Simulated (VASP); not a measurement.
# BeS (v.bB) (F-43m) in VASP: single point with PBE

Aim: the single point of BeS (v.bB) with PBE.

Everything below comes from runs of VASP 6.6.1. Logs are shortened: lines on timing, memory, paths and dates and some standing lists are left out, and cuts for length are marked.

### 1 The cell of the first run

It takes space group F-43m (No. 216, cubic). Conventional cell: a = 4.876 Å, b = 4.876 Å, c = 4.876 Å, α = 90.00°, β = 90.00°, γ = 90.00°. Within 2.8 Å of Be (site symmetry -43m) lie 4 S at 2.11 Å. Within 2.8 Å of S (site symmetry -43m) lie 4 Be at 2.11 Å.

### 2 Single point, PBE

Input file INCAR:

```
ALGO = Normal
EDIFF = 1E-6
ENCUT = 600
GGA = PE
GGA_COMPAT = False
ISIF = 2
ISMEAR = 0
LASPH = True
LCHARG = True
LELF = True
LREAL = False
LVHAR = True
LWAVE = False
NBANDS = 11
NELM = 120
PREC = Accurate
SIGMA = 0.02
```

Input file KPOINTS:

```
k-points
0
Gamma
  8 8 8
```

Input file POSCAR:

```
BeS
1.0
    0.0000000000      2.4378857722      2.4378857722
    2.4378857722      0.0000000000      2.4378857722
    2.4378857722      2.4378857722      0.0000000000
Be S
1 1
Direct
    0.0000000000      0.0000000000      0.0000000000
    0.2500000000      0.2500000000      0.2500000000
```

Potentials or basis: VASP PAW PBE potentials, release 64 (Be, S).

Run with:

```
$ cat potpaw_PBE.64/Be/POTCAR potpaw_PBE.64/S/POTCAR > POTCAR
$ mpirun -np 1 vasp_std > vasp.out
```

OUTCAR:

```text
EDIFF = 1E-6
   ENCUT = 600
   GGA = PE
   ISIF = 2
   ISMEAR = 0
   LASPH = True
   LREAL = False
   NELM = 120
   PREC = Accurate

 ion  position               nearest neighbor table
   1  0.000  0.000  0.000-   2 2.11   2 2.11   2 2.11   2 2.11
   2  0.250  0.250  0.250-   1 2.11   1 2.11   1 2.11   1 2.11

  LATTYP: Found a face centered cubic cell.
 ALAT       =     4.8757715444

  Lattice vectors:

 A1 = (   0.0000000000,   2.4378857722,   2.4378857722)
 A2 = (   2.4378857722,   0.0000000000,   2.4378857722)
 A3 = (   2.4378857722,   2.4378857722,   0.0000000000)

Analysis of symmetry for initial positions (statically):
=====================================================================
 Subroutine PRICEL returns:
 Original cell was already a primitive cell.

 Routine SETGRP: Setting up the symmetry group for a
 face centered cubic supercell.

 Subroutine GETGRP returns: Found 24 space group operations
 (whereof 24 operations were pure point group operations)
 out of a pool of 48 trial point group operations.

The static configuration has the point symmetry T_d .

Analysis of symmetry for dynamics (positions and initial velocities):
=====================================================================
 Subroutine PRICEL returns:
 Original cell was already a primitive cell.

 Routine SETGRP: Setting up the symmetry group for a
 face centered cubic supercell.

 Subroutine GETGRP returns: Found 24 space group operations
 (whereof 24 operations were pure point group operations)
 out of a pool of 48 trial point group operations.

The dynamic configuration has the point symmetry T_d .

 Subroutine INISYM returns: Found 24 space group operations
 (whereof 24 operations are pure point group operations),
 and found     1 'primitive' translations

----------------------------------------------------------------------------------------

                                     Primitive cell

  volume of cell :      28.9781

  direct lattice vectors                    reciprocal lattice vectors
     0.000000000  2.437885772  2.437885772    -0.205095746  0.205095746  0.205095746
     2.437885772  0.000000000  2.437885772     0.205095746 -0.205095746  0.205095746
     2.437885772  2.437885772  0.000000000     0.205095746  0.205095746 -0.205095746

  length of vectors
     3.447691123  3.447691123  3.447691123     0.355236252  0.355236252  0.355236252

  position of ions in fractional coordinates (direct lattice)
     0.000000000  0.000000000  0.000000000
[... 85 lines left out ...]
   ISYM   =      2    0-nonsym 1-usesym 2-fastsym
   POTIM  = 0.5000    time-step for ionic-motion
   TEBEG  =    0.0;   TEEND  =   0.0 temperature during run
   PSTRESS=    0.0 pullay stress
   NELECT =       8.0000    total number of electrons
   NUPDOWN=      -1.0000    fix difference up-down
   EMIN   =  10.00;   EMAX   =-10.00  energy-range for DOS
   EFERMI =   0.00;   METHOD = LEGACY
   ISMEAR =     0;   SIGMA  =   0.02  broadening in eV -4-tet -1-fermi 0-gaus
   EFERMI_NEDOS =   21; number of points for ismear=-14 and -15
   IALGO  =     38    algorithm
   IMIX   =      4    mixing-type and parameters
     AMIX     =   0.40;   BMIX     =  1.00
     AMIX_MAG =   1.60;   BMIX_MAG =  1.00
  volume/ion in A,a.u.               =      14.49        97.78
  Fermi-wavevector in a.u.,A,eV,Ry     =   1.065978  2.014406 15.460417  1.136309
  Thomas-Fermi vector in A             =   2.201547
   LORBIT       =      0    0 simple, 1 ext, 2 COOP (PROOUT), +10 PAW based schemes
   GGA     = PE    functional components
   LHFCALC =     F    Hartree Fock is set to
   AEXX    =    0.0000 exact exchange contribution
   IVDW    =     0    specifies the selected vdW correction
   LEPSILON=     F    determine dielectric tensor
   LRPA    =     F    only Hartree local field effects (RPA)
 non-spin polarized calculation
 Gauss-broadening in eV      SIGMA  =   0.02
  energy-cutoff  :      600.00
  volume of cell :       28.98
 maximum number of plane-waves:       982
   NGX = 13   NGY = 13   NGZ = 13

 number of electron       7.9999999 magnetization

 Free energy of the ion-electron system (eV)
  ---------------------------------------------------
  ext. energy  EPLUGINS =         0.00000000
  ---------------------------------------------------
  free energy    TOTEN  =       -10.01354618 eV

  energy without entropy =      -10.01354618  energy(sigma->0) =      -10.01354618

 E-fermi :   4.1832     XC(G=0):  -9.6650

 val. band max:        4.0114160771   @ k =   0.0000   0.0000   0.0000
 cond. band min:       7.1574493750   @ k =   0.5000   0.5000   0.0000
 fundamental gap:      3.1460332979
 Fermi energy:         4.1831980195

 k-point     1 :       0.0000    0.0000    0.0000
  band No.  band energies     occupation
      1      -9.5751      2.00000
      2       4.0114      2.00000
      3       4.0114      2.00000
      4       4.0114      2.00000
      5       9.6872      0.00000
      6       9.6872      0.00000
      7       9.6872      0.00000
      8       9.7635      0.00000
      9      16.7938      0.00000
     10      16.7938      0.00000
     11      18.7610      0.00000
[... 309 lines left out ...]
 k-point    24 :      -0.3750    0.2500    0.1250
  band No.  band energies     occupation
      1      -7.7403      2.00000
      2      -1.1485      2.00000
      3       1.2861      2.00000
      4       2.2146      2.00000
      5      10.1182      0.00000
      6      10.5622      0.00000
      7      13.0759      0.00000
      8      14.4567      0.00000
      9      15.4029      0.00000
     10      19.2416      0.00000
     11      19.8658      0.00000

 [... further k-points ...]

------------------------ aborting loop because EDIFF is reached ----------------------------------------

  FORCE on cell =-STRESS in cart. coord.  units (eV):
  Direction    XX          YY          ZZ          XY          YZ          ZX
  --------------------------------------------------------------------------------------
  -------------------------------------------------------------------------------------
  Total        0.0116929      0.0116929      0.0116929     -0.0000000     -0.0000000     -0.0000000
  in kB        0.6464911      0.6464911      0.6464911     -0.0000000     -0.0000000     -0.0000000
  external PRESSURE =       0.6464911 kB  Pullay stress =       0.0000000 kB

 VOLUME and BASIS-vectors are now :
 -----------------------------------------------------------------------------
  energy-cutoff  :      600.00
  volume of cell :       28.98
      direct lattice vectors                 reciprocal lattice vectors
     0.000000000  2.437885772  2.437885772    -0.205095746  0.205095746  0.205095746
     2.437885772  0.000000000  2.437885772     0.205095746 -0.205095746  0.205095746
     2.437885772  2.437885772  0.000000000     0.205095746  0.205095746 -0.205095746

 POSITION                                       TOTAL-FORCE (eV/Angst)
 -----------------------------------------------------------------------------------
      0.00000      0.00000      0.00000         0.000000      0.000000      0.000000
      1.21894      1.21894      1.21894        -0.000000     -0.000000     -0.000000
 -----------------------------------------------------------------------------------
    total drift:                               -0.000000     -0.000000     -0.000000

  FREE ENERGIE OF THE ION-ELECTRON SYSTEM (eV)
  ---------------------------------------------------
  free  energy   TOTEN  =       -10.0135461845 eV

  energy  without entropy=      -10.0135461845  energy(sigma->0) =      -10.01354618
```

stdout:

```text
POSCAR found type information on POSCAR BeS
 POSCAR found :  2 types and       2 ions
 scaLAPACK will be used
 LDA part: xc-table for (Slater+PW92), standard interpolation
 POSCAR, INCAR and KPOINTS ok, starting setup
 FFT: planning ... GRIDC
 FFT: planning ... GRID_SOFT
 FFT: planning ... GRID
 WAVECAR not read
 entering main loop
```

Wall time 16 s (1 thread of AMD EPYC 7R13, shared host); peak memory 0.12 GiB.

What came out:

```
Free energy            : -10.0135 eV
Pressure               : 0.1 GPa
Band gap on the k mesh : 3.15 eV, indirect (least direct gap 5.68 eV)
```

Levels at points of the mesh, in eV from the valence-band top:
```csv
k point,band 1,band 2,band 3,band 4,band 5,band 6,band 7,band 8
"(0.00, 0.00, 0.00)",-13.59,0.00,0.00,0.00,5.68,5.68,5.68,5.75
"(0.50, 0.00, 0.00)",-12.02,-5.69,-1.01,-1.01,5.42,6.57,6.57,11.13
"(0.50, 0.50, 0.00)",-11.49,-4.94,-2.59,-2.59,3.15,4.93,12.65,12.65
```

A k mesh can miss the band edges. A hybrid or GW would open this gap; PBE tends to underestimate it.
